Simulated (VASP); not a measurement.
# Al2Cu (P4/mmm) in VASP: a series of runs, part 2 of 2

VASP 6.6.1. Earlier steps stand in the parts before.

**3. Single point, PBEsol**

This run uses another cell than the first one: it holds 9 atoms, not 3.

INCAR

```
PREC     = Accurate       # precision mode
ENCUT    = 520            # plane-wave cutoff, eV
EDIFF    = 1E-6           # SCF threshold, eV
ISMEAR   = 0              # smearing method
SIGMA    = 0.15           # smearing width, eV
LREAL    = F              # projectors in reciprocal space
LASPH    = T              # aspherical terms in the spheres
NELM     = 80             # most SCF steps
ALGO     = Fast           # electronic algorithm
ISIF     = 2              # what is computed and relaxed
LWAVE    = F              # write WAVECAR
LCHARG   = F              # write CHGCAR
GGA      = PS             # functional
NBANDS   = 36             # bands
```

KPOINTS

```
regular mesh
0
Gamma
  11 16 4
```

POSCAR

```
Al2Cu
1.0
    0.0000000000     -4.0841721958      0.0000000000
    0.0000000000      0.0000000000     -2.8463947559
   12.2525165873      0.0000000000      0.0000000000
Al Cu
6 3
Direct
    0.0000000000      0.5000000000      0.1666666667
    0.0000000000      0.5000000000      0.5000000000
    0.0000000000      0.5000000000      0.8333333333
    0.5000000000      0.5000000000      0.0000000000
    0.5000000000      0.5000000000      0.3333333333
    0.5000000000      0.5000000000      0.6666666667
    1.0000000000      0.0000000000      0.3333333333
    1.0000000000      0.0000000000      0.6666666667
    1.0000000000      0.0000000000      0.0000000000
```

Potentials or basis: VASP PAW PBE potentials, release 64 (Al, Cu).

Launch:

```
cat potpaw_PBE.64/Al/POTCAR potpaw_PBE.64/Cu/POTCAR > POTCAR
mpirun -np 1 vasp_std > vasp.out
```

Wall time 12 min (1 thread of Intel Xeon Platinum 8488C (Sapphire Rapids), shared host); peak memory 0.7 GiB.

The run converged. Its results:

- Free energy: -37.7170 eV
- Pressure: 0.4 GPa
- Band gap on the k mesh: zero (an odd number of electrons rules out a gap without spin polarisation)

Stress tensor (GPa, compression positive):
```
 0.60  0.00  0.00
 0.00  0.54  0.00
 0.00  0.00 -0.02
```

Levels at points of the mesh, in eV from the Fermi level:
```
           k point  band 23  band 24  band 25  band 26  band 27  band 28
(0.00, 0.00, 0.00)    -1.58    -1.58    -0.07     0.84     0.93     0.93
(0.00, 0.50, 0.00)    -1.48    -0.96    -0.96     2.53     2.65     2.65
(0.00, 0.00, 0.50)    -2.20    -1.14     0.42     0.42     1.56     1.70
(0.00, 0.50, 0.50)    -1.64     0.47     0.47     0.70     0.70     2.79
```

Caveat: the PAW data sets were made with another functional, which shifts forces and pressure a little.

**4. Single point, PBEsol**

This run uses another cell than the first one: it holds 12 atoms, not 3.

INCAR

```
SYSTEM = Al2Cu
ALGO     = Fast           ! electronic algorithm
EDIFF    = 1E-6           ! SCF threshold, eV
ENCUT    = 520            ! plane-wave cutoff, eV
GGA      = PS             ! functional
ISIF     = 2              ! what is computed and relaxed
ISMEAR   = 0              ! smearing method
LASPH    = .True.         ! aspherical terms in the spheres
LCHARG   = .False.        ! write CHGCAR
LREAL    = .False.        ! projectors in reciprocal space
LWAVE    = .False.        ! write WAVECAR
NBANDS   = 46             ! bands
NELM     = 80             ! most SCF steps
PREC     = Accurate       ! precision mode
SIGMA    = 0.15           ! smearing width, eV
```

KPOINTS

```
k-points
0
Gamma
  16 8 4
  0 0 0
```

POSCAR

```
Al2Cu
1.0
    0.0000000000      0.0000000000     -2.8463947559
   -4.0841721958      4.0841721958      0.0000000000
    8.1683443915      8.1683443915      0.0000000000
Al Cu
8 4
Direct
    0.5000000000      0.2500000000      0.3750000000
    0.5000000000      0.7500000000      0.6250000000
    0.5000000000      0.2500000000      0.8750000000
    0.5000000000      0.7500000000      0.1250000000
    0.5000000000      0.2500000000      0.1250000000
    0.5000000000      0.7500000000      0.3750000000
    0.5000000000      0.2500000000      0.6250000000
    0.5000000000      0.7500000000      0.8750000000
    0.0000000000      0.5000000000      0.2500000000
    0.0000000000      0.0000000000      0.5000000000
    0.0000000000      0.5000000000      0.7500000000
    0.0000000000      0.0000000000      0.0000000000
```

Potentials or basis: VASP PAW PBE potentials, release 64 (Al, Cu).

Launch:

```
cat potpaw_PBE.64/Al/POTCAR potpaw_PBE.64/Cu/POTCAR > POTCAR
mpirun -np 1 vasp_std > vasp.out
```

OUTCAR:

```text
SYSTEM = Al2Cu
   EDIFF = 1E-6
   ENCUT = 520
   GGA = PS
   ISIF = 2
   ISMEAR = 0
   LASPH = .True.
   LREAL = .False.
   NELM = 80
   PREC = Accurate

 ion  position               nearest neighbor table
   1  0.500  0.250  0.375-   9 2.49  10 2.49   9 2.49  10 2.49   5 2.89   7 2.89   6 2.89   6 2.89

   2  0.500  0.750  0.625-  10 2.49  11 2.49  10 2.49  11 2.49   6 2.89   8 2.89   7 2.89   7 2.89

   3  0.500  0.250  0.875-  11 2.49  12 2.49  11 2.49  12 2.49   5 2.89   7 2.89   8 2.89   8 2.89
[... 1426 lines left out ...]
 -----------------------------------------------------------------------------
  energy-cutoff  :      520.00
  volume of cell :      189.92
      direct lattice vectors                 reciprocal lattice vectors
     0.000000000  0.000000000 -2.846394756     0.000000000  0.000000000 -0.351321614
    -4.084172196  4.084172196  0.000000000    -0.122423829  0.122423829  0.000000000
     8.168344391  8.168344391  0.000000000     0.061211915  0.061211915  0.000000000

 POSITION                                       TOTAL-FORCE (eV/Angst)
 -----------------------------------------------------------------------------------
      2.04209      4.08417     -1.42320         0.000000      0.000000      0.000000
      2.04209      8.16834     -1.42320         0.000000     -0.000000     -0.000000
      6.12626      8.16834     -1.42320         0.000000      0.000000      0.000000
     -2.04209      4.08417     -1.42320         0.000000      0.000000      0.000000
     -0.00000      2.04209     -1.42320         0.000000      0.000000      0.000000
     -0.00000      6.12626     -1.42320        -0.000000      0.000000      0.000000
      4.08417      6.12626     -1.42320        -0.000000     -0.000000      0.000000
      4.08417     10.21043     -1.42320        -0.000000      0.000000      0.000000
     -0.00000      4.08417      0.00000        -0.000000     -0.000000      0.000000
      4.08417      4.08417      0.00000        -0.000000     -0.000000     -0.000000
      4.08417      8.16834      0.00000         0.000000     -0.000000     -0.000000
      0.00000      0.00000      0.00000         0.000000      0.000000     -0.000000
 -----------------------------------------------------------------------------------
    total drift:                               -0.000000      0.000000     -0.000000

  FREE ENERGIE OF THE ION-ELECTRON SYSTEM (eV)
  ---------------------------------------------------
  free  energy   TOTEN  =       -50.2957276300 eV

  energy  without entropy=      -50.2583950794  energy(sigma->0) =      -50.27706135
```

stdout:

```text
POSCAR found type information on POSCAR AlCu
 POSCAR found :  2 types and      12 ions
 scaLAPACK will be used
 -----------------------------------------------------------------------------
|                                                                             |
|                                                                             |
|     You enforced a specific xc type in the INCAR file but a different       |
|     I HOPE YOU KNOW WHAT YOU ARE DOING!                                     |
|                                                                             |
 -----------------------------------------------------------------------------

 LDA part: xc-table for (Slater+PW92), standard interpolation
 POSCAR, INCAR and KPOINTS ok, starting setup
 FFT: planning ... GRIDC
 FFT: planning ... GRID_SOFT
 FFT: planning ... GRID
 WAVECAR not read
 entering main loop
```

It took 14 min on 1 thread of Intel Xeon 6975P-C (Granite Rapids), shared host; peak memory 0.93 GiB.

Results:

```
Free energy            : -50.2957 eV
Pressure               : 0.3 GPa
Band gap on the k mesh : zero (bands 34 and 35 overlap by 2.43 eV)
```

Caveat: the PAW data sets were made with another functional, which shifts forces and pressure a little.

**5. Summary**

| cell | k mesh | smearing | further INCAR settings | gap on the mesh (eV) | pressure (GPa) |
| --- | --- | --- | --- | --- | --- |
| a = 4.084, b = 4.084, c = 2.846 Å, 3 atoms, atomic positions A | 10 × 10 × 14 | gaussian 0.1 eV | ALGO = Fast; EDIFF = 1e-06; NBANDS = 16 | none | 0.1 |
| a = 4.084, b = 2.846, c = 12.253 Å, 9 atoms, atomic positions B | 11 × 16 × 4 | gaussian 0.15 eV | ALGO = Fast; EDIFF = 1e-06; NBANDS = 36 | none | 0.4 |
| a = 2.846, b = 5.776, c = 11.552 Å, 12 atoms, atomic positions C | 16 × 8 × 4 | gaussian 0.15 eV | ALGO = Fast; EDIFF = 1e-06; NBANDS = 46 | none | 0.3 |

Alike in all rows: task single point; level PBEsol; potentials or basis VASP PAW PBE potentials, release 64 (Al, Cu); no spin polarisation; cutoff (eV) 520.

Caveats: the PAW data sets were made with another functional, which shifts forces and pressure a little.

Total energies depend on the potentials used, so only differences within one code and one set of settings carry meaning.
